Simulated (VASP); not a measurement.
Here is a VASP 6.6.1 calculation.

INCAR

```
PREC = Accurate
ENCUT = 520
EDIFF = 1E-6
ISMEAR = -1
SIGMA = 0.05
LREAL = Auto
LASPH = T
NELM = 80
ALGO = Normal
ISIF = 2
LWAVE = F
LCHARG = F
GGA = PS
ISYM = 0
NBANDS = 138
```

File KPOINTS:

```
Automatic mesh
0
Gamma
  1 1 1
  0.25 0.25 0.25
```

The input POSCAR:

```
ZrGeIr
1.0
    7.6545470000      0.2839950000     -0.0721760000
    0.2839950000      7.2242080000     -0.0962080000
   -0.0721760000     -0.0962080000      7.2686380000
Zr Ge Ir
7 7 7
Direct
    0.3903070286      0.5699617407      0.5610283081
    0.9806812707      0.0559385105      0.0938280849
    0.8432367042      0.3636618665      0.8077911754
    0.9480078265      0.7026745430      0.5558845172
    0.2760076200      0.3365121962      0.9084055763
    0.2858290448      0.9513943580      0.6891916678
    0.0538932735      0.2804270033      0.4573052231
    0.5129976833      0.6436266252      0.9288769301
    0.6240517311      0.2744755846      0.1017928400
    0.0300163694      0.4831514801      0.1674838531
    0.6955989033      0.4284033197      0.4212050969
    0.4173822640      0.1530366641      0.3463866729
    0.2120257571      0.8061158575      0.2917312659
    0.6536103233      0.8421153618      0.2396848231
    0.1692590365      0.7061958437      0.9025484733
    0.7916620507      0.0865269533      0.4134143956
    0.8388784037      0.7146803566      0.9724952399
    0.5897251077      0.9703901773      0.9082452995
    0.3759099798      0.5195839061      0.1882875178
    0.5079211608      0.2214375025      0.6528006728
    0.9250476803      0.9909394359      0.7326783288
```

Potentials or basis: VASP PAW PBE potentials, release 64 (Zr_sv, Ge_d, Ir).

Launch:

```console
$ cat potpaw_PBE.64/Zr_sv/POTCAR potpaw_PBE.64/Ge_d/POTCAR potpaw_PBE.64/Ir/POTCAR > POTCAR
$ mpirun -np 1 vasp_std > vasp.out
```

Q: What does it give for the pressure?

A: -1.9 GPa.

Q: What does it give for the largest force?

A: 1.996 eV/Å.

Forces in eV/Å, atoms in the order of the input:
```
Zr  -0.214 -0.374 -0.241
Zr   0.135 -0.389  0.803
Zr  -0.774  0.075 -0.003
Zr  -0.091 -0.712 -0.732
Zr  -0.782 -1.639 -0.827
Zr  -0.392  0.125  0.432
Zr   0.606 -0.126  0.557
Ge   0.471  0.656 -0.648
Ge   0.458 -1.101 -0.403
Ge  -0.750  0.488 -0.797
Ge   0.464  0.255  0.629
Ge  -0.692 -0.372 -0.794
Ge  -0.022  0.734  0.270
Ge  -0.033 -0.448 -0.400
Ir   0.041  0.006 -0.115
Ir  -0.404  0.432  0.451
Ir   0.540 -0.452 -0.718
Ir   0.374  1.200 -0.425
Ir   0.062 -0.269  1.428
Ir   0.382  1.280  0.672
Ir   0.622  0.632  0.861
```

Caveat: the k points lie up to 0.87 Å⁻¹ apart; the PAW data sets were made with another functional, which shifts forces and pressure a little.
